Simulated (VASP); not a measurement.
**HRh6: single point with PBE**

System: HRh6, a slab with vacuum.

```
CELL_PARAMETERS angstrom
5.41634 0.00000 0.00000
0.00000 5.41634 0.00000
0.00000 0.00000 21.67374
ATOMIC_POSITIONS crystal
Rh 0.25000 0.25000 0.18456
Rh 0.25000 0.75000 0.18456
Rh 0.75000 0.25000 0.18456
Rh 0.75000 0.75000 0.18456
Rh 0.00000 0.00000 0.26938
Rh 0.00000 0.50000 0.26938
Rh 0.50000 0.00000 0.26938
Rh 0.50000 0.50000 0.26938
Rh 0.25000 0.25000 0.35406
Rh 0.25000 0.75000 0.35406
Rh 0.75000 0.25000 0.35406
Rh 0.75000 0.75000 0.35406
H 0.44000 0.50000 0.52016
H 0.56000 0.50000 0.52016
```

* Program: VASP 6.6.1
* Task: single point
* Functional: PBE
* Potentials or basis: VASP PAW PBE potentials, release 64 (Rh_pv, H)
* Cutoff: 520 eV
* k mesh: 5 × 5 × 1
* Occupations: gaussian, width 0.1 eV
* Spin: no spin polarisation

```
Largest force          : 4.889 eV/Å
Band gap on the k mesh : zero (bands 91 and 92 overlap by 0.71 eV)
```

Forces in eV/Å, atoms in the order of the input:
```
Rh  -0.001  0.000  0.034
Rh  -0.001  0.000  0.034
Rh   0.001  0.000  0.034
Rh   0.001  0.000  0.034
Rh   0.000  0.000 -0.023
Rh   0.000  0.000 -0.025
Rh   0.000  0.000 -0.026
Rh   0.000  0.000 -0.023
Rh  -0.003 -0.002 -0.014
Rh  -0.003  0.002 -0.014
Rh   0.003 -0.002 -0.014
Rh   0.003  0.002 -0.014
H   -4.889  0.000  0.007
H    4.889  0.000  0.007
```

Levels at points of the mesh, in eV from the Fermi level:
```csv
k point,band 87,band 88,band 89,band 90,band 91,band 92,band 93,band 94
"(0.00, 0.00, 0.00)",0.11,0.22,0.30,0.35,0.35,0.43,0.56,0.56
```

Wall time 25 min on 1 thread of Intel(R) Xeon(R) Platinum 8488C (Sapphire Rapids), with other jobs on the host, peak memory 0.78 GiB.
